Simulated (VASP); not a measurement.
# Ge (Im-3m) in VASP: further runs

Ge is run at these levels: LDA; tasks: single point.

Program: VASP 6.6.1. These are calculated values, not measurements. Logs are shortened: lines on timing, memory, paths and dates and some standing lists are left out, and cuts for length are marked.

## 1. The cell of the first run

The structure is cubic, space group Im-3m (No. 229). Conventional cell: a = 2.995 Å, b = 2.995 Å, c = 2.995 Å, α = 90.00°, β = 90.00°, γ = 90.00°. Ge (site symmetry m-3m) has 14 Ge at 2.59 to 2.99 Å within 3.4 Å.

## 2. Single point, LDA (volume scaled by 0.75)

Contents of INCAR:

```
  PREC = Accurate
  ENCUT = 520
  EDIFF = 1E-6
  ISMEAR = -1
  SIGMA = 0.1
  LREAL = False
  LASPH = True
  NELM = 60
  ALGO = Normal
  ISIF = 2
  LWAVE = False
  LCHARG = False
  NBANDS = 13
```

Contents of KPOINTS:

```
regular mesh
0
Gamma
  18 18 18
```

Contents of POSCAR:

```
Ge
1.0
   -1.4973451387      1.4973451387      1.4973451387
    1.4973451387     -1.4973451387      1.4973451387
    1.4973451387      1.4973451387     -1.4973451387
Ge
1
Direct
    0.0000000000      0.0000000000      0.0000000000
```

Potentials or basis: VASP PAW LDA potentials, release 64 (Ge_d).

Launch:

```
cat potpaw_LDA.64/Ge_d/POTCAR > POTCAR
mpirun -np 1 vasp_std > vasp.out
```

OUTCAR:

```text
PREC = Accurate
   ENCUT = 520
   EDIFF = 1E-6
   ISMEAR = -1
   LREAL = False
   LASPH = True
   NELM = 60
   ISIF = 2

 ion  position               nearest neighbor table
   1  0.000  0.000  0.000-

  LATTYP: Found a body centered cubic cell.
 ALAT       =     2.9946902774

  Lattice vectors:

 A1 = (  -1.4973451387,   1.4973451387,   1.4973451387)
 A2 = (   1.4973451387,  -1.4973451387,   1.4973451387)
 A3 = (   1.4973451387,   1.4973451387,  -1.4973451387)

Analysis of symmetry for initial positions (statically):
=====================================================================
 Subroutine PRICEL returns:
 Original cell was already a primitive cell.

 Routine SETGRP: Setting up the symmetry group for a
 body centered cubic supercell.

 Subroutine GETGRP returns: Found 48 space group operations
 (whereof 48 operations were pure point group operations)
 out of a pool of 48 trial point group operations.

The static configuration has the point symmetry O_h .

Analysis of symmetry for dynamics (positions and initial velocities):
=====================================================================
 Subroutine PRICEL returns:
 Original cell was already a primitive cell.

 Routine SETGRP: Setting up the symmetry group for a
 body centered cubic supercell.

 Subroutine GETGRP returns: Found 48 space group operations
 (whereof 48 operations were pure point group operations)
 out of a pool of 48 trial point group operations.

The dynamic configuration has the point symmetry O_h .

 Subroutine INISYM returns: Found 48 space group operations
 (whereof 48 operations are pure point group operations),
 and found     1 'primitive' translations

----------------------------------------------------------------------------------------

                                     Primitive cell

  volume of cell :      13.4284

  direct lattice vectors                    reciprocal lattice vectors
    -1.497345139  1.497345139  1.497345139     0.000000000  0.333924349  0.333924349
     1.497345139 -1.497345139  1.497345139     0.333924349  0.000000000  0.333924349
     1.497345139  1.497345139 -1.497345139     0.333924349  0.333924349  0.000000000

  length of vectors
     2.593477857  2.593477857  2.593477857     0.472240343  0.472240343  0.472240343

  position of ions in fractional coordinates (direct lattice)
     0.000000000  0.000000000  0.000000000

  ion indices of the primitive-cell ions
   primitive index   ion index
                 1           1

----------------------------------------------------------------------------------------

 KPOINTS: regular mesh

Automatic generation of k-mesh.
 Grid dimensions read from file:
 generate k-points for:   18   18   18

 Generating k-lattice:

  Cartesian coordinates                     Fractional coordinates (reciprocal lattice)
     0.000000000  0.018551353  0.018551353     0.055555556  0.000000000  0.000000000
     0.018551353  0.000000000  0.018551353     0.000000000  0.055555556  0.000000000
     0.018551353  0.018551353  0.000000000     0.000000000  0.000000000  0.055555556

  Length of vectors
     0.026235575  0.026235575  0.026235575

  Shift w.r.t. Gamma in fractional coordinates (k-lattice)
     0.000000000  0.000000000  0.000000000

 Subroutine IBZKPT returns following result:
 ===========================================

 Found    195 irreducible k-points:

 Following reciprocal coordinates:
            Coordinates               Weight
  0.000000  0.000000  0.000000      1.000000
  0.055556  0.000000  0.000000     12.000000
  0.111111  0.000000  0.000000     12.000000
  0.166667  0.000000  0.000000     12.000000
  0.222222  0.000000  0.000000     12.000000
  0.277778  0.000000  0.000000     12.000000
[... 16 lines left out ...]
  0.333333  0.111111  0.000000     48.000000
  0.388889  0.111111 -0.000000     48.000000
 [... further k-points ...]
   k-points           NKPTS =    195   k-points in BZ     NKDIM =    195   number of bands    NBANDS=     13
   number of dos      NEDOS =    301   number of ions     NIONS =      1
   total plane-waves  NPLWV =   8000
   dimension x,y,z NGX =    20 NGY =   20 NGZ =   20
   dimension x,y,z NGXF=    40 NGYF=   40 NGZF=   40
   ions per type =               1
   NGX,Y,Z   is equivalent  to a cutoff of  12.82, 12.82, 12.82 a.u.
   NGXF,Y,Z  is equivalent  to a cutoff of  25.64, 25.64, 25.64 a.u.
 SYSTEM =  unknown system
   PREC   = accura    normal or accurate (medium, high low for compatibility)
   ISTART =      0    job   : 0-new  1-cont  2-samecut
   ICHARG =      2    charge: 1-file 2-atom 10-const
   ISPIN  =      1    spin polarized calculation?
   LNONCOLLINEAR =      F non collinear calculations
   LSORBIT =      F    spin-orbit coupling
   LASPH  =      T    aspherical Exc in radial PAW
   ENCUT  =  520.0 eV  38.22 Ry    6.18 a.u.   4.82  4.82  4.82*2*pi/ulx,y,z
   NELM   =     60;   NELMIN=  2; NELMDL= -5     # of ELM steps
   EDIFF  = 0.1E-05   stopping-criterion for ELM
   LREAL  =      F    real-space projection
   EDIFFG = 0.1E-04   stopping-criterion for IOM
   NSW    =      0    number of steps for IOM
   IBRION =     -1    ionic relax: 0-MD 1-quasi-New 2-CG
   NFREE  =      0    steps in history (QN), initial steepest desc. (CG)
   ISIF   =      2    stress and relaxation
   ISYM   =      2    0-nonsym 1-usesym 2-fastsym
   POTIM  = 0.5000    time-step for ionic-motion
   TEBEG  =    0.0;   TEEND  =   0.0 temperature during run
   PSTRESS=    0.0 pullay stress
   NELECT =      14.0000    total number of electrons
   NUPDOWN=      -1.0000    fix difference up-down
   EMIN   =  10.00;   EMAX   =-10.00  energy-range for DOS
   EFERMI =   0.00;   METHOD = LEGACY
   ISMEAR =    -1;   SIGMA  =   0.10  broadening in eV -4-tet -1-fermi 0-gaus
   EFERMI_NEDOS =   21; number of points for ismear=-14 and -15
   IALGO  =     38    algorithm
   IMIX   =      4    mixing-type and parameters
     AMIX     =   0.40;   BMIX     =  1.00
     AMIX_MAG =   1.60;   BMIX_MAG =  1.00
  volume/ion in A,a.u.               =      13.43        90.62
  Fermi-wavevector in a.u.,A,eV,Ry     =   1.660003  3.136951 37.492359  2.755611
  Thomas-Fermi vector in A             =   2.747314
   LORBIT       =      0    0 simple, 1 ext, 2 COOP (PROOUT), +10 PAW based schemes
   GGA     = CA    functional components
   LHFCALC =     F    Hartree Fock is set to
   AEXX    =    0.0000 exact exchange contribution
   IVDW    =     0    specifies the selected vdW correction
   LEPSILON=     F    determine dielectric tensor
   LRPA    =     F    only Hartree local field effects (RPA)
 non-spin polarized calculation
  energy-cutoff  :      520.00
  volume of cell :       13.43
 maximum number of plane-waves:       372
   NGX =  9   NGY =  9   NGZ =  9

 number of electron      13.9999984 magnetization

 Free energy of the ion-electron system (eV)
  ---------------------------------------------------
  ext. energy  EPLUGINS =         0.00000000
  ---------------------------------------------------
  free energy    TOTEN  =        -4.42881183 eV

  energy without entropy =       -4.41561387  energy(sigma->0) =       -4.42221285

 E-fermi :  10.7855     XC(G=0): -13.4222

 val. band max:       10.7796545092   @ k =  -0.3889   0.4444   0.2778
 cond. band min:      10.7955572389   @ k =   0.2222   0.1667   0.1667
 fundamental gap:      0.0159027298
 Fermi energy:        10.7854539688

 k-point     1 :       0.0000    0.0000    0.0000
  band No.  band energies     occupation
      1     -14.3541      2.00000
      2     -14.3541      2.00000
      3     -14.3541      2.00000
      4     -14.1320      2.00000
      5     -14.1320      2.00000
      6      -5.7084      2.00000
      7      23.9580      0.00000
      8      23.9580      0.00000
      9      23.9580      0.00000
     10      28.8054      0.00000
     11      28.8054      0.00000
     12      28.8054      0.00000
     13      29.7626      0.00000

 k-point     2 :       0.0556    0.0000    0.0000
  band No.  band energies     occupation
      1     -14.3569      2.00000
      2     -14.3515      2.00000
      3     -14.3436      2.00000
      4     -14.1349      2.00000
      5     -14.1321      2.00000
      6      -5.6029      2.00000
      7      22.9034      0.00000
      8      23.3490      0.00000
      9      23.7670      0.00000
     10      27.6354      0.00000
     11      27.6604      0.00000
     12      29.2030      0.00000
     13      29.5923      0.00000

 k-point     3 :       0.1111    0.0000    0.0000
  band No.  band energies     occupation
      1     -14.3648      2.00000
      2     -14.3448      2.00000
      3     -14.3133      2.00000
      4     -14.1427      2.00000
      5     -14.1323      2.00000
      6      -5.2857      2.00000
      7      20.4869      0.00000
      8      22.1228      0.00000
      9      23.2214      0.00000
     10      26.2834      0.00000
     11      26.4524      0.00000
     12      28.8196      0.00000
     13      30.4856      0.00000
[... 305 lines left out ...]
 k-point    23 :       0.3333    0.1111    0.0000
  band No.  band energies     occupation
      1     -14.4201      2.00000
      2     -14.3520      2.00000
      3     -14.1565      2.00000
      4     -14.1408      2.00000
      5     -14.0515      2.00000
      6      -0.1585      2.00000
      7       7.4849      2.00000
      8      14.6883      0.00000
      9      18.2608      0.00000
     10      23.7857      0.00000
     11      26.6146      0.00000
     12      30.7373      0.00000
     13      36.5045      0.00000

 k-point    24 :       0.3889    0.1111   -0.0000
  band No.  band energies     occupation
      1     -14.4271      2.00000
      2     -14.3601      2.00000
      3     -14.1491      2.00000
      4     -14.1421      2.00000
      5     -14.0256      2.00000
      6       1.4329      2.00000
      7       5.2987      2.00000
      8      14.3543      0.00000
      9      17.9605      0.00000
     10      23.5403      0.00000
     11      26.4619      0.00000
     12      32.0500      0.00000
     13      35.2487      0.00000

 [... further k-points ...]

------------------------ aborting loop because EDIFF is reached ----------------------------------------

  FORCE on cell =-STRESS in cart. coord.  units (eV):
  Direction    XX          YY          ZZ          XY          YZ          ZX
  --------------------------------------------------------------------------------------
  -------------------------------------------------------------------------------------
  Total        3.5837649      3.5837649      3.5837649      0.0000000      0.0000000     -0.0000000
  in kB      427.5868634    427.5868634    427.5868634      0.0000000      0.0000000     -0.0000000
  external PRESSURE =     427.5868634 kB  Pullay stress =       0.0000000 kB

 VOLUME and BASIS-vectors are now :
 -----------------------------------------------------------------------------
  energy-cutoff  :      520.00
  volume of cell :       13.43
      direct lattice vectors                 reciprocal lattice vectors
    -1.497345139  1.497345139  1.497345139     0.000000000  0.333924349  0.333924349
     1.497345139 -1.497345139  1.497345139     0.333924349  0.000000000  0.333924349
     1.497345139  1.497345139 -1.497345139     0.333924349  0.333924349  0.000000000

 POSITION                                       TOTAL-FORCE (eV/Angst)
 -----------------------------------------------------------------------------------
      0.00000      0.00000      0.00000         0.000000      0.000000      0.000000
 -----------------------------------------------------------------------------------
    total drift:                                0.000000     -0.000000      0.000000

  FREE ENERGIE OF THE ION-ELECTRON SYSTEM (eV)
  ---------------------------------------------------
  free  energy   TOTEN  =        -4.4288118280 eV

  energy  without entropy=       -4.4156138726  energy(sigma->0) =       -4.42221285
```

It took 12 s on 1 thread of AMD EPYC 9R45 (Zen 5), shared host; peak memory 0.11 GiB.

What came out:

```
Free energy            : -4.4288 eV
Pressure               : 42.8 GPa
Band gap on the k mesh : zero (band 7 reaches 23.96 eV, above the bottom of band 8 at 6.28 eV)
```

Levels at points of the mesh, in eV from the Fermi level:
```csv
k point,band 3,band 4,band 5,band 6,band 7,band 8,band 9,band 10,band 11,band 12
"(0.00, 0.00, 0.00)",-25.14,-24.92,-24.92,-16.49,13.17,13.17,13.17,18.02,18.02,18.02
"(0.50, 0.00, 0.00)",-24.93,-24.92,-24.78,-8.11,-7.56,5.97,8.55,11.09,12.21,24.01
"(0.50, 0.50, 0.50)",-24.81,-24.81,-24.81,-0.88,-0.88,-0.88,0.07,4.16,4.16,30.57
```

## 3. Single point, LDA (volume scaled by 0.85)

Contents of INCAR:

```
SYSTEM = Ge
ALGO     = Normal         ! electronic algorithm
EDIFF    = 1E-6           ! SCF threshold, eV
ENCUT    = 520            ! plane-wave cutoff, eV
ISIF     = 2              ! what is computed and relaxed
ISMEAR   = -1             ! smearing method
LASPH    = .True.         ! aspherical terms in the spheres
LCHARG   = .False.        ! write CHGCAR
LREAL    = .False.        ! projectors in reciprocal space
LWAVE    = .False.        ! write WAVECAR
NBANDS   = 13             ! bands
NELM     = 60             ! most SCF steps
PREC     = Accurate       ! precision mode
SIGMA    = 0.1            ! smearing width, eV
```

Contents of KPOINTS:

```
k-points
0
Gamma
  18 18 18
  0 0 0
```

Contents of POSCAR:

```
Ge
1.0
   -1.5611374343      1.5611374343      1.5611374343
    1.5611374343     -1.5611374343      1.5611374343
    1.5611374343      1.5611374343     -1.5611374343
Ge
1
Direct
    0.0000000000      0.0000000000      0.0000000000
```

Potentials or basis: VASP PAW LDA potentials, release 64 (Ge_d).

Launch:

```
cat potpaw_LDA.64/Ge_d/POTCAR > POTCAR
mpirun -np 1 vasp_std > vasp.out
```

Wall time 13 s (1 thread of AMD EPYC 9R45 (Zen 5), shared host); peak memory 0.11 GiB.

Results (log left out):

* Free energy: -4.7562 eV
* Pressure: 17.9 GPa
* Band gap on the k mesh: zero (band 7 reaches 20.53 eV, above the bottom of band 8 at 5.16 eV)

Levels at points of the mesh, in eV from the Fermi level:
| k point | band 4 | band 5 | band 6 | band 7 | band 8 | band 9 | band 10 | band 11 |
| --- | --- | --- | --- | --- | --- | --- | --- | --- |
| (0.00, 0.00, 0.00) | -24.82 | -24.82 | -15.15 | 11.47 | 11.47 | 11.47 | 16.80 | 16.80 |
| (0.50, 0.00, 0.00) | -24.83 | -24.73 | -7.86 | -6.65 | 5.29 | 7.85 | 10.56 | 11.11 |
| (0.50, 0.50, 0.50) | -24.75 | -24.75 | -1.11 | -0.72 | -0.72 | -0.72 | 4.28 | 4.28 |

## 4. Single point, LDA (volume scaled by 0.85)

Contents of INCAR:

```
  PREC = Accurate
  ENCUT = 520
  EDIFF = 1E-6
  ISMEAR = -1
  SIGMA = 0.1
  LREAL = False
  LASPH = True
  NELM = 60
  ALGO = Normal
  ISIF = 2
  LWAVE = False
  LCHARG = False
  NBANDS = 13
```

Contents of KPOINTS:

```
regular mesh
0
Gamma
  18 18 18
```

POSCAR is that of step 3.

Launch:

```
cat potpaw_LDA.64/Ge_d/POTCAR > POTCAR
mpirun -np 1 vasp_std > vasp.out
```

Run time: 13 s. Hardware: 1 thread of AMD EPYC 9R45 (Zen 5), shared host; peak memory 0.11 GiB.

Results (log left out):

```yaml
Free_energy: -4.7562 eV
Pressure: 17.9 GPa
Band_gap_on_the_k_mesh: zero (band 7 reaches 20.53 eV, above the bottom of band 8 at 5.16 eV)
```

Levels at points of the mesh, in eV from the Fermi level:
| k point | band 3 | band 4 | band 5 | band 6 | band 7 | band 8 | band 9 | band 10 | band 11 | band 12 |
| --- | --- | --- | --- | --- | --- | --- | --- | --- | --- | --- |
| (0.00, 0.00, 0.00) | -24.98 | -24.82 | -24.82 | -15.15 | 11.47 | 11.47 | 11.47 | 16.80 | 16.80 | 16.80 |
| (0.50, 0.00, 0.00) | -24.83 | -24.83 | -24.73 | -7.86 | -6.65 | 5.29 | 7.85 | 10.56 | 11.11 | 22.12 |
| (0.50, 0.50, 0.50) | -24.75 | -24.75 | -24.75 | -1.11 | -0.72 | -0.72 | -0.72 | 4.28 | 4.28 | 28.98 |
